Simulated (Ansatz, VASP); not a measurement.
**Two plane-wave programs on In2BAs3**

```
B In As
1.0
     4.03057    0.00000    0.00000
    -2.01529    3.49058    0.00000
     0.00000    0.00000   10.05362
B In As
1 2 3
Direct
  0.00000 0.00000 0.00839
  0.66667 0.33333 0.68560
  0.33333 0.66667 0.31933
  0.66667 0.33333 0.94692
  0.33333 0.66667 0.57737
  0.00000 0.00000 0.21238
```

Alike in both runs: task single point; functional r2SCAN; k mesh 12 × 12 × 4; occupations fermi-dirac, width 0.02 eV; no spin polarisation.

|  | VASP | Ansatz |
| --- | --- | --- |
| version | VASP 6.6.1 | Ansatz 0.2.0 |
| potentials or method | VASP PAW PBE potentials, release 64 (B, In_d, As) | plane waves, PAW |
| plane-wave cutoff (eV) | 520 | 500 |
| valence electrons in the cell | 44 | 74 |

|  | VASP | Ansatz | Ansatz less VASP |
| --- | --- | --- | --- |
| pressure (GPa) | 0.0 | 0.0 | -0.02 |
| traceless stress, the component that is largest in VASP (GPa) | 0.07 | 0.09 | +0.020 |
| rms of the force components (eV/Å) | 0.029 | 0.033 | +0.0042 |

VASP's potentials were made for PBE, not for r2SCAN. Atom by atom the forces differ by 0.006 eV/Å (rms over components). The functional is the same, so the differences come from potentials, cutoffs and numerics. VASP's potentials hold 44 valence electrons a cell and Ansatz's 74, so a difference there can come from the potentials and not from the codes.
